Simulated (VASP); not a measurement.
Wanted: the native input for a VASP 6.6.1 run.

```yaml
Task: single point
Functional: r2SCAN
Potentials_or_basis: VASP PAW PBE potentials, release 64 (Cd, Se)
Cutoff: 520 eV
k_mesh: 8 × 8 × 8
Occupations: gaussian, width 0.01 eV
Spin: no spin polarisation
Dipole_correction: no
Further_INCAR_settings: ALGO = Normal; EDIFF = 1e-07; NBANDS = 16
```

CdSe:

```
Cd Se
1.0
     0.00000    2.97575    3.19371
     2.97575    0.00000    3.19371
     2.97575    2.97575    0.00000
Cd Se
1 1
Direct
  0.00000 0.00000 0.00000
  0.25000 0.25000 0.25000
```

This cell differs from its parent crystal: epitaxial xy strain -3.0%.

One way to write it, as run:

POSCAR

```
CdSe
1.0
    0.0000000000      2.9757475364      3.1937139091
    2.9757475364      0.0000000000      3.1937139091
    2.9757475364      2.9757475364      0.0000000000
Cd Se
1 1
Direct
    0.0000000000      0.0000000000      0.0000000000
    0.2500000000      0.2500000000      0.2500000000
```

INCAR.step1

```
  PREC = Accurate
  ENCUT = 520
  ISMEAR = 0
  SIGMA = 0.01
  LREAL = F
  LASPH = T
  NELM = 60
  NBANDS = 16
  GGA = PE
  ALGO = Normal
  EDIFF = 1E-4
  LWAVE = T
  LCHARG = F
```

INCAR.step2

```
  PREC = Accurate
  ENCUT = 520
  EDIFF = 1E-7
  ISMEAR = 0
  SIGMA = 0.01
  LREAL = F
  LASPH = T
  NELM = 60
  ALGO = Normal
  ISIF = 2
  LWAVE = F
  LCHARG = F
  METAGGA = R2SCAN
  LMIXTAU = T
  NBANDS = 16
  ISTART = 1
```

KPOINTS

```
regular mesh
0
Gamma
  8 8 8
```

Potentials or basis: VASP PAW PBE potentials, release 64 (Cd, Se).

Run with:

```bash
$ cat potpaw_PBE.64/Cd/POTCAR potpaw_PBE.64/Se/POTCAR > POTCAR
$ cp INCAR.step1 INCAR
$ mpirun -np 1 vasp_std > vasp.out
$ cp INCAR.step2 INCAR
$ mpirun -np 1 vasp_std > vasp.out
```

It gave:

```yaml
Pressure: 1.2 GPa
Band_gap_on_the_k_mesh: 0.98 eV, direct
```

Caveat: the cell differs from its parent crystal (epitaxial xy strain -3.0%); the PAW data sets were made with another functional, which shifts forces and pressure a little.

It took 4.7 min on 1 thread of AMD EPYC 7R43 64-Core Processor (Zen 3), on a shared host, peak memory 0.18 GiB.
